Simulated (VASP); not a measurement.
## SrMg2S2: single point with PBE

System: SrMg2S2.

```
Mg S Sr
1.0
     6.05656    0.52514    0.54564
     0.65980    5.66838   -0.24386
     0.44098    0.78307    4.33905
Mg S Sr
2 2 1
Direct
  0.05553 0.26900 0.88031
  0.57461 0.23012 0.27608
  0.99063 0.62637 0.35575
  0.83136 0.85364 0.85881
  0.37567 0.72510 0.69237
```

```json
{
 "Program": "VASP 6.6.1",
 "Task": "single point",
 "Functional": "PBE",
 "Potentials or basis": "VASP PAW PBE potentials, release 64 (Mg, S, Sr_sv)",
 "Cutoff": "520 eV",
 "k mesh": "4 × 4 × 6",
 "Occupations": "gaussian, width 0.1 eV",
 "Spin": "no spin polarisation",
 "Dipole correction": "no",
 "Further INCAR settings": "ALGO = Normal; EDIFF = 1e-06; NBANDS = 21"
}
```

| Property | Result |
| --- | --- |
| Pressure | -3.4 GPa |
| Largest force | 1.571 eV/Å |
| Band gap on the k mesh | zero (bands 13 and 14 overlap by 1.00 eV) |

Forces in eV/Å, atoms in the order of the input:
```
Mg  -0.363  0.516 -0.275
Mg   0.103 -0.535 -0.038
S    0.686 -1.378  0.314
S   -0.366  1.443 -0.195
Sr  -0.060 -0.047  0.194
```

Stress tensor (GPa, compression positive):
```
-6.43 -1.50  0.19
-1.50 -2.12 -0.49
 0.19 -0.49 -1.70
```

Levels at points of the mesh, in eV from the Fermi level:
| k point | band 11 | band 12 | band 13 | band 14 | band 15 | band 16 |
| --- | --- | --- | --- | --- | --- | --- |
| (0.00, 0.00, 0.00) | -2.30 | -1.73 | -0.06 | 0.45 | 1.37 | 1.63 |
| (0.50, 0.00, 0.00) | -2.20 | -1.24 | -0.26 | -0.17 | 1.70 | 2.24 |
| (0.00, 0.50, 0.00) | -1.86 | -0.84 | -0.57 | -0.20 | 1.19 | 2.02 |
| (0.50, 0.50, 0.00) | -1.58 | -0.99 | -0.25 | 0.21 | 1.51 | 2.10 |
| (0.00, 0.00, 0.50) | -2.18 | -1.90 | 0.50 | 0.74 | 1.21 | 1.66 |
| (0.50, 0.00, 0.50) | -1.63 | -0.67 | -0.58 | -0.04 | 0.35 | 1.94 |
| (0.00, 0.50, 0.50) | -0.94 | -0.44 | -0.26 | -0.22 | 1.17 | 1.46 |
| (0.50, 0.50, 0.50) | -1.79 | -1.11 | 0.65 | 0.83 | 1.23 | 1.41 |

It took 91 s on 1 thread of Intel(R) Xeon(R) Platinum 8488C (Sapphire Rapids) (shared host), peak memory 0.37 GiB.
